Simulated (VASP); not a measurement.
Here is a VASP 6.6.1 calculation.

INCAR

```
  PREC = Accurate
  ENCUT = 520
  EDIFF = 1E-6
  ISMEAR = 0
  SIGMA = 0.1
  LREAL = F
  LASPH = T
  NELM = 150
  ALGO = Fast
  ISIF = 2
  LWAVE = F
  LCHARG = F
  ISPIN = 2
  MAGMOM = 0 0 0 1
  LORBIT = 11
  GGA = PE
  NBANDS = 32
```

KPOINTS

```
Automatic mesh
0
Gamma
  8 8 8
```

File POSCAR:

```
K3Ge
1.0
    0.0000000000      4.3133795609      4.3133795609
    4.3133795609      0.0000000000      4.3133795609
    4.3133795609      4.3133795609      0.0000000000
K Ge
3 1
Direct
    0.2500000000      0.2500000000      0.2500000000
    0.7500000000      0.7500000000      0.7500000000
    0.5000000000      0.5000000000      0.5000000000
    0.0000000000      0.0000000000      0.0000000000
```

Potentials or basis: VASP PAW PBE potentials, release 64 (K_sv, Ge_d).

The run is started by

```bash
$ cat potpaw_PBE.64/K_sv/POTCAR potpaw_PBE.64/Ge_d/POTCAR > POTCAR
$ mpirun -np 1 vasp_std > vasp.out
```

Question: What does it give for the pressure?

Answer: 0.0 GPa.

Question: Predict the net moment.

Answer: 1.00 μB per cell.

Question: Predict the band gap on the k mesh.

Answer: Zero (filled and empty bands overlap).
